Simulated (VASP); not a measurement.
A run of VASP 6.6.1 is set up as follows.

Contents of POSCAR:

```
BeS
1.0
    0.0000000000      2.4380594454      2.4380594454
    2.4380594454      0.0000000000      2.4380594454
    2.4380594454      2.4380594454      0.0000000000
Be S
1 1
Direct
    0.0000000000      0.0000000000      0.0000000000
    0.7500000000      0.7500000000      0.7500000000
```

Contents of INCAR.step1:

```
ALGO = Normal
EDIFF = 1E-4
ENCUT = 600
GGA = PE
ISMEAR = -1
LASPH = T
LCHARG = F
LREAL = F
LWAVE = T
NELM = 80
PREC = Accurate
SIGMA = 0.02
```

File INCAR.step2:

```
ALGO = Normal
EDIFF = 1E-7
EDIFFG = -0.005
ENCUT = 600
IBRION = 2
ISIF = 3
ISMEAR = -1
ISTART = 1
LASPH = T
LCHARG = F
LMIXTAU = T
LREAL = F
LWAVE = F
METAGGA = R2SCAN
NELM = 80
NSW = 80
PREC = Accurate
SIGMA = 0.02
```

KPOINTS

```
k-points
0
Gamma
  8 8 8
```

Potentials or basis: VASP PAW PBE potentials, release 64 (Be, S).

Launch:

```bash
$ cat potpaw_PBE.64/Be/POTCAR potpaw_PBE.64/S/POTCAR > POTCAR
$ cp INCAR.step1 INCAR
$ mpirun -np 1 vasp_std > vasp.out
$ cp INCAR.step2 INCAR
$ mpirun -np 1 vasp_std > vasp.out
```

Q: Predict the band gap on the k mesh.

A: 3.60 eV (least direct gap 6.27 eV).

Q: What does it give for the relaxed cell?

A: a = 3.446 Å, b = 3.446 Å, c = 3.446 Å, α = 60.00°, β = 60.00°, γ = 60.00°.

Final structure:
```
CELL_PARAMETERS angstrom
0.00000 2.43644 2.43644
2.43644 0.00000 2.43644
2.43644 2.43644 0.00000
ATOMIC_POSITIONS crystal
Be 0.00000 0.00000 0.00000
S 0.75000 0.75000 0.75000
```

 A k mesh can miss the band edges.
